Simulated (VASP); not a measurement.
# Ti3S2 (R32) in VASP: further runs

Runs on Ti3S2. Level: PBEsol. Tasks: single point.

Everything below comes from runs of VASP 6.6.1. Logs are shortened: lines on timing, memory, paths and dates and some standing lists are left out, and cuts for length are marked.

### Step 1. The cell of the first run

It takes space group R32 (No. 155, trigonal). Conventional cell: a = 5.498 Å, b = 5.498 Å, c = 9.841 Å, α = 90.00°, β = 90.00°, γ = 120.00°. Ti (site symmetry 2) has 4 S at 2.45 to 2.48 Å and 8 Ti at 3.16 to 3.28 Å within 3.3 Å. Within 3.4 Å of S (site symmetry 3) lie 6 Ti at 2.45 to 2.48 Å and 4 S at 3.17 to 3.30 Å.

### Step 2. Single point, PBEsol

Contents of INCAR:

```
  PREC = Accurate
  ENCUT = 520
  EDIFF = 1E-6
  ISMEAR = 1
  SIGMA = 0.05
  LREAL = False
  LASPH = True
  NELM = 80
  ALGO = Normal
  ISIF = 2
  LWAVE = False
  LCHARG = True
  GGA = PS
  LELF = True
  LVHAR = True
  NBANDS = 32
```

Contents of KPOINTS:

```
regular mesh
0
Gamma
  6 6 6
```

Contents of POSCAR:

```
Ti3S2
1.0
    2.7488129101      1.5870331533      3.2802251490
   -2.7488129101      1.5870331533      3.2802251490
    0.0000000000     -3.1740561751      3.2802251490
Ti S
3 2
Direct
    0.3356500000      0.6643400000      0.0000000000
    0.6643400000      0.0000000000      0.3356500000
    0.0000000000      0.3356500000      0.6643400000
    0.8321600000      0.8321600000      0.8321600000
    0.1678400000      0.1678400000      0.1678400000
```

Potentials or basis: VASP PAW PBE potentials, release 64 (Ti_sv, S).

The run is started by

```console
$ cat potpaw_PBE.64/Ti_sv/POTCAR potpaw_PBE.64/S/POTCAR > POTCAR
$ mpirun -np 1 vasp_std > vasp.out
```

OUTCAR:

```text
PREC = Accurate
   ENCUT = 520
   EDIFF = 1E-6
   ISMEAR = 1
   LREAL = False
   LASPH = True
   NELM = 80
   ISIF = 2
   GGA = PS

 ion  position               nearest neighbor table
   1  0.336  0.664  0.000-   5 2.45   4 2.45   4 2.48   5 2.48
   2  0.664  0.000  0.336-   5 2.45   4 2.45   4 2.48   5 2.48
   3  0.000  0.336  0.664-   5 2.45   4 2.45   4 2.48   5 2.48
   4  0.832  0.832  0.832-   3 2.45   2 2.45   1 2.45   1 2.48   2 2.48   3 2.48
   5  0.168  0.168  0.168-   2 2.45   3 2.45   1 2.45   1 2.48   3 2.48   2 2.48

  LATTYP: Found a trigonal (rhomboedric) cell.
 ALAT       =     4.5644835010
 COS(alpha) =     0.2746665422

  Lattice vectors:

 A1 = (   2.7488129101,   1.5870331533,   3.2802251490)
 A2 = (  -2.7488129101,   1.5870331533,   3.2802251490)
 A3 = (   0.0000000000,  -3.1740561751,   3.2802251490)

Analysis of symmetry for initial positions (statically):
=====================================================================
 Subroutine PRICEL returns:
 Original cell was already a primitive cell.

 Routine SETGRP: Setting up the symmetry group for a
 trigonal (rhombohedral) supercell.

 Subroutine GETGRP returns: Found  3 space group operations
 (whereof  3 operations were pure point group operations)
 out of a pool of 12 trial point group operations.

The static configuration has the point symmetry C_3 .

Analysis of symmetry for dynamics (positions and initial velocities):
=====================================================================
 Subroutine PRICEL returns:
 Original cell was already a primitive cell.

 Routine SETGRP: Setting up the symmetry group for a
 trigonal (rhombohedral) supercell.

 Subroutine GETGRP returns: Found  3 space group operations
 (whereof  3 operations were pure point group operations)
 out of a pool of 12 trial point group operations.

The dynamic configuration has the point symmetry C_3 .

 Subroutine INISYM returns: Found  3 space group operations
 (whereof  3 operations are pure point group operations),
 and found     1 'primitive' translations

----------------------------------------------------------------------------------------

                                     Primitive cell

  volume of cell :      85.8589

  direct lattice vectors                    reciprocal lattice vectors
     2.748812910  1.587033153  3.280225149     0.181896701  0.105017983  0.101618933
    -2.748812910  1.587033153  3.280225149    -0.181896701  0.105017983  0.101618933
     0.000000000 -3.174056175  3.280225149     0.000000000 -0.210035967  0.101619257

  length of vectors
     4.564485039  4.564485039  4.564483501     0.233327225  0.233327225  0.233327197

  position of ions in fractional coordinates (direct lattice)
     0.335650000  0.664340000  0.000000000
     0.664340000  1.000000000  0.335650000
     1.000000000  0.335650000  0.664340000
     0.832160000  0.832160000  0.832160000
     0.167840000  0.167840000  0.167840000

  ion indices of the primitive-cell ions
   primitive index   ion index
                 1           1
                 2           2
                 3           3
                 4           4
                 5           5

----------------------------------------------------------------------------------------

 KPOINTS: regular mesh

Automatic generation of k-mesh.
 Grid dimensions read from file:
 generate k-points for:    6    6    6

 Generating k-lattice:

  Cartesian coordinates                     Fractional coordinates (reciprocal lattice)
     0.030316117  0.017502997  0.016936489     0.166666667 -0.000000000  0.000000000
    -0.030316117  0.017502997  0.016936489    -0.000000000  0.166666667  0.000000000
     0.000000000 -0.035005994  0.016936543    -0.000000000 -0.000000000  0.166666667

  Length of vectors
     0.038887871  0.038887871  0.038887866

  Shift w.r.t. Gamma in fractional coordinates (k-lattice)
     0.000000000  0.000000000  0.000000000

 Subroutine IBZKPT returns following result:
 ===========================================

 Found     40 irreducible k-points:

 Following reciprocal coordinates:
            Coordinates               Weight
  0.000000  0.000000  0.000000      1.000000
  0.166667  0.000000  0.000000      6.000000
  0.333333  0.000000  0.000000      6.000000
  0.500000  0.000000 -0.000000      3.000000
  0.166667  0.166667  0.000000      6.000000
  0.333333  0.166667  0.000000      6.000000
[... 16 lines left out ...]
  0.333333  0.333333  0.166667      6.000000
  0.500000  0.333333  0.166667      6.000000
 [... further k-points ...]
   k-points           NKPTS =     40   k-points in BZ     NKDIM =     40   number of bands    NBANDS=     32
   number of dos      NEDOS =    301   number of ions     NIONS =      5
   total plane-waves  NPLWV =  46656
   dimension x,y,z NGX =    36 NGY =   36 NGZ =   36
   dimension x,y,z NGXF=    72 NGYF=   72 NGZF=   72
   ions per type =               3   2
   NGX,Y,Z   is equivalent  to a cutoff of  13.11, 13.11, 13.11 a.u.
   NGXF,Y,Z  is equivalent  to a cutoff of  26.22, 26.22, 26.22 a.u.
 SYSTEM =  unknown system
   PREC   = accura    normal or accurate (medium, high low for compatibility)
   ISTART =      0    job   : 0-new  1-cont  2-samecut
   ICHARG =      2    charge: 1-file 2-atom 10-const
   ISPIN  =      1    spin polarized calculation?
   LNONCOLLINEAR =      F non collinear calculations
   LSORBIT =      F    spin-orbit coupling
   LASPH  =      T    aspherical Exc in radial PAW
   ENCUT  =  520.0 eV  38.22 Ry    6.18 a.u.   8.49  8.49  8.49*2*pi/ulx,y,z
   NELM   =     80;   NELMIN=  2; NELMDL= -5     # of ELM steps
   EDIFF  = 0.1E-05   stopping-criterion for ELM
   LREAL  =      F    real-space projection
   EDIFFG = 0.1E-04   stopping-criterion for IOM
   NSW    =      0    number of steps for IOM
   IBRION =     -1    ionic relax: 0-MD 1-quasi-New 2-CG
   NFREE  =      0    steps in history (QN), initial steepest desc. (CG)
   ISIF   =      2    stress and relaxation
   ISYM   =      2    0-nonsym 1-usesym 2-fastsym
   POTIM  = 0.5000    time-step for ionic-motion
   TEBEG  =    0.0;   TEEND  =   0.0 temperature during run
   PSTRESS=    0.0 pullay stress
   NELECT =      48.0000    total number of electrons
   NUPDOWN=      -1.0000    fix difference up-down
   EMIN   =  10.00;   EMAX   =-10.00  energy-range for DOS
   EFERMI =   0.00;   METHOD = LEGACY
   ISMEAR =     1;   SIGMA  =   0.05  broadening in eV -4-tet -1-fermi 0-gaus
   EFERMI_NEDOS =   21; number of points for ismear=-14 and -15
   IALGO  =     38    algorithm
   IMIX   =      4    mixing-type and parameters
     AMIX     =   0.40;   BMIX     =  1.00
     AMIX_MAG =   1.60;   BMIX_MAG =  1.00
  volume/ion in A,a.u.               =      17.17       115.88
  Fermi-wavevector in a.u.,A,eV,Ry     =   1.348632  2.548545 24.746396  1.818809
  Thomas-Fermi vector in A             =   2.476285
   LORBIT       =      0    0 simple, 1 ext, 2 COOP (PROOUT), +10 PAW based schemes
   GGA     = PS    functional components
   LHFCALC =     F    Hartree Fock is set to
   AEXX    =    0.0000 exact exchange contribution
   IVDW    =     0    specifies the selected vdW correction
   LEPSILON=     F    determine dielectric tensor
   LRPA    =     F    only Hartree local field effects (RPA)
 non-spin polarized calculation
 Methfessel and Paxton  Order N= 1 SIGMA  =   0.05
  energy-cutoff  :      520.00
  volume of cell :       85.86
 maximum number of plane-waves:      2333
 NGX is ok and might be reduce to    36
   NGX = 17   NGY = 17   NGZ = 17

 number of electron      47.9999995 magnetization

 Free energy of the ion-electron system (eV)
  ---------------------------------------------------
  ext. energy  EPLUGINS =         0.00000000
  ---------------------------------------------------
  free energy    TOTEN  =       -38.90465067 eV

  energy without entropy =      -38.90485960  energy(sigma->0) =      -38.90472031

 E-fermi :   7.9806     XC(G=0): -11.1904

 val. band max:        7.9758873377   @ k =   0.3333   0.0000   0.0000
 cond. band min:       7.9973113690   @ k =   0.0000   0.0000   0.0000
 fundamental gap:      0.0214240313
 Fermi energy:         7.9806291361

 k-point     1 :       0.0000    0.0000    0.0000
  band No.  band energies     occupation
      1     -48.8391      2.00000
      2     -48.7974      2.00000
      3     -48.7974      2.00000
      4     -25.2943      2.00000
      5     -25.2943      2.00000
      6     -25.2396      2.00000
[... 24 lines left out ...]
     31      10.2998      0.00000
     32      10.6244      0.00000

 k-point     2 :       0.1667    0.0000    0.0000
  band No.  band energies     occupation
      1     -48.8361      2.00000
      2     -48.8006      2.00000
      3     -48.7971      2.00000
      4     -25.3125      2.00000
      5     -25.2771      2.00000
      6     -25.2566      2.00000
[... 24 lines left out ...]
     31      10.4950      0.00000
     32      10.5718      0.00000

 k-point     3 :       0.3333    0.0000    0.0000
  band No.  band energies     occupation
      1     -48.8280      2.00000
      2     -48.8076      2.00000
      3     -48.7980      2.00000
      4     -25.3267      2.00000
      5     -25.2766      2.00000
      6     -25.2609      2.00000
[... 24 lines left out ...]
     31      10.4239      0.00000
     32      10.5669      0.00000

 k-point     4 :       0.5000    0.0000   -0.0000
  band No.  band energies     occupation
      1     -48.8178      2.00000
      2     -48.8173      2.00000
      3     -48.7985      2.00000
      4     -25.3322      2.00000
      5     -25.2830      2.00000
      6     -25.2519      2.00000
[... 24 lines left out ...]
     31      10.4495      0.00000
     32      10.4566      0.00000

 k-point     5 :       0.1667    0.1667    0.0000
  band No.  band energies     occupation
      1     -48.8351      2.00000
      2     -48.8019      2.00000
      3     -48.7967      2.00000
      4     -25.3243      2.00000
      5     -25.2646      2.00000
      6     -25.2544      2.00000
[... 584 lines left out ...]
     31      10.3196      0.00000
     32      10.5032      0.00000

 k-point    22 :      -0.1667    0.1667    0.1667
  band No.  band energies     occupation
      1     -48.8290      2.00000
      2     -48.8028      2.00000
      3     -48.8019      2.00000
      4     -25.3230      2.00000
      5     -25.2842      2.00000
      6     -25.2781      2.00000
[... 24 lines left out ...]
     31      10.3931      0.00000
     32      10.5173      0.00000

 k-point    23 :       0.3333    0.3333    0.1667
  band No.  band energies     occupation
      1     -48.8299      2.00000
      2     -48.8057      2.00000
      3     -48.7976      2.00000
      4     -25.3244      2.00000
      5     -25.3133      2.00000
      6     -25.2735      2.00000
[... 24 lines left out ...]
     31      10.1425      0.00000
     32      10.4157      0.00000

 k-point    24 :       0.5000    0.3333    0.1667
  band No.  band energies     occupation
      1     -48.8233      2.00000
      2     -48.8088      2.00000
      3     -48.8011      2.00000
      4     -25.3401      2.00000
      5     -25.3006      2.00000
      6     -25.2807      2.00000
[... 24 lines left out ...]
     31      10.1865      0.00000
     32      10.4224      0.00000

 [... further k-points ...]

------------------------ aborting loop because EDIFF is reached ----------------------------------------

  FORCE on cell =-STRESS in cart. coord.  units (eV):
  Direction    XX          YY          ZZ          XY          YZ          ZX
  --------------------------------------------------------------------------------------
  -------------------------------------------------------------------------------------
  Total       -4.3951822     -4.3951927     -5.0415639      0.0000003     -0.0000052      0.0000000
  in kB      -82.0167026    -82.0168992    -94.0785670      0.0000053     -0.0000969      0.0000000
  external PRESSURE =     -86.0373896 kB  Pullay stress =       0.0000000 kB

 VOLUME and BASIS-vectors are now :
 -----------------------------------------------------------------------------
  energy-cutoff  :      520.00
  volume of cell :       85.86
      direct lattice vectors                 reciprocal lattice vectors
     2.748812910  1.587033153  3.280225149     0.181896701  0.105017983  0.101618933
    -2.748812910  1.587033153  3.280225149    -0.181896701  0.105017983  0.101618933
     0.000000000 -3.174056175  3.280225149     0.000000000 -0.210035967  0.101619257

 POSITION                                       TOTAL-FORCE (eV/Angst)
 -----------------------------------------------------------------------------------
     -0.90351      1.58702      3.28019        -0.109760      0.000276      0.000266
      1.82615     -0.01104      3.28019         0.055119      0.094917      0.000266
     -0.92264     -1.57596      3.28019         0.054641     -0.095193      0.000266
      0.00000      0.00001      8.18902         0.000000     -0.000000     -0.047339
      0.00000      0.00000      1.65166         0.000000      0.000000      0.046542
 -----------------------------------------------------------------------------------
    total drift:                                0.000101     -0.000000     -0.000011

  FREE ENERGIE OF THE ION-ELECTRON SYSTEM (eV)
  ---------------------------------------------------
  free  energy   TOTEN  =       -38.9046506660 eV

  energy  without entropy=      -38.9048595978  energy(sigma->0) =      -38.90472031
```

Wall time 90 s (1 thread of AMD EPYC 9R45 (Zen 5), shared host); peak memory 0.22 GiB.

Results:

```
Free energy            : -38.9047 eV
Pressure               : -8.6 GPa
Largest force          : 0.110 eV/Å
Band gap on the k mesh : zero (bands 24 and 25 overlap by 0.22 eV)
```

Forces on the atoms (eV/Å):
```
Ti  -0.110  0.000  0.000
Ti   0.055  0.095  0.000
Ti   0.055 -0.095  0.000
S    0.000  0.000 -0.047
S    0.000  0.000  0.047
```

Caveat: the cell stands under tension; the PAW data sets were made with another functional, which shifts forces and pressure a little.

### Step 3. Single point, PBEsol

This run uses another cell than the first one, of 17.50 Å³/atom.

Contents of INCAR:

```
SYSTEM = Ti3S2
  PREC = Accurate
  ENCUT = 520
  EDIFF = 1E-7
  ISMEAR = 1
  SIGMA = 0.05
  LREAL = .False.
  LASPH = .True.
  NELM = 100
  ALGO = Normal
  ISIF = 2
  LWAVE = .False.
  LCHARG = .False.
  GGA = PS
  NBANDS = 32
```

Contents of KPOINTS:

```
Automatic mesh
0
Gamma
  6 6 6
  0 0 0
```

POSCAR: that of step 2 with these lines changed.

```diff
@@ -2,5 +2,5 @@
 1.0
-    2.7488129101      1.5870331533      3.2802251490
-   -2.7488129101      1.5870331533      3.2802251490
-    0.0000000000     -3.1740561751      3.2802251490
+    2.7663217446      1.5971419173      3.3011188661
+   -2.7663217446      1.5971419173      3.3011188661
+    0.0000000000     -3.1942736385      3.3011188661
 Ti S
```

Potentials or basis: VASP PAW PBE potentials, release 64 (Ti_sv, S).

The run is started by

```console
$ cat potpaw_PBE.64/Ti_sv/POTCAR potpaw_PBE.64/S/POTCAR > POTCAR
$ mpirun -np 1 vasp_std > vasp.out
```

It took 89 s on 1 thread of AMD EPYC 9R45 (Zen 5), shared host; peak memory 0.22 GiB.

It converged, with:

* Free energy: -38.8071 eV
* Pressure: -10.4 GPa
* Largest force: 0.146 eV/Å
* Band gap on the k mesh: zero (bands 24 and 25 overlap by 0.22 eV)

Forces on the atoms (eV/Å):
```
Ti  -0.146  0.000  0.000
Ti   0.073  0.126  0.000
Ti   0.073 -0.126  0.000
S    0.000  0.000 -0.057
S    0.000  0.000  0.056
```

Stress tensor (GPa, compression positive):
```
 -9.94   0.00   0.00
  0.00  -9.94   0.00
  0.00   0.00 -11.41
```

Levels at points of the mesh, in eV from the Fermi level:
```csv
k point,band 21,band 22,band 23,band 24,band 25,band 26,band 27,band 28
"(0.00, 0.00, 0.00)",-2.04,-1.28,0.02,0.02,0.55,0.55,1.66,1.66
"(0.50, 0.00, 0.00)",-0.86,-0.82,-0.58,-0.39,-0.13,0.80,1.22,1.29
"(0.50, 0.50, 0.00)",-1.30,-0.93,-0.63,-0.16,0.12,0.65,1.28,1.45
"(0.50, 0.50, 0.50)",-0.74,-0.12,-0.12,-0.05,0.32,0.32,0.78,0.78
```

Caveat: the cell stands under tension; the PAW data sets were made with another functional, which shifts forces and pressure a little.

The gap in the log of VASP goes by the Fermi energy; the results here count the filled bands.